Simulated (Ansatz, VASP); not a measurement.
# One calculation of BiSb3O2, two programs

```xyz
6
Lattice="6.0483 0.0000 0.0000 -3.0242 5.2380 0.0000 0.0000 0.0000 4.4672" Properties=species:S:1:pos:R:3 pbc="T T T"
Sb   -1.5121    2.6190    4.4449
Sb    3.0242    0.0000    4.4449
Sb    1.5121    2.6190    4.4449
Bi    0.0000    0.0000    0.8605
O     3.0242    1.7460    2.2164
O     0.0000    3.4920    2.2164
```

Change from the starting cell: species swapped into the NaSn2Pd3 type (P6mm, No. 183).

Alike in both runs: task single point; functional PBE; k mesh 3 × 3 × 4; occupations gaussian, width 0.1 eV; no spin polarisation.

|  | VASP | Ansatz |
| --- | --- | --- |
| version | VASP 6.6.1 | Ansatz 0.2.0 |
| potentials or method | VASP PAW PBE potentials, release 64 (Sb, Bi_d, O), cutoff 520 eV | scalar-relativistic, plane waves, PAW |
| valence electrons in the cell | 42 | 72 |

Ansatz gave:

| Quantity | Value |
| --- | --- |
| gap on the k mesh at the Fermi level (eV) | none |
| pressure (GPa) | -2.3 |
| traceless stress, the component that is largest in VASP (GPa) | -12.77 |
| rms of the force components (eV/Å) | 0.260 |

Problem. Which values does VASP return?

Solution. gap on the k mesh at the Fermi level (eV): none; pressure (GPa): -2.5; traceless stress, the component that is largest in VASP (GPa): -12.79; rms of the force components (eV/Å): 0.259.

Atom by atom the forces differ by 0.002 eV/Å (rms over components). A gap of «none» marks a metal or a gap that the smearing closes. VASP's potentials hold 42 valence electrons a cell and Ansatz's 72, so a difference there can come from the potentials and not from the codes.

The k mesh is coarse, so the values compare programs but aren't converged. Neither program's run includes spin-orbit coupling.
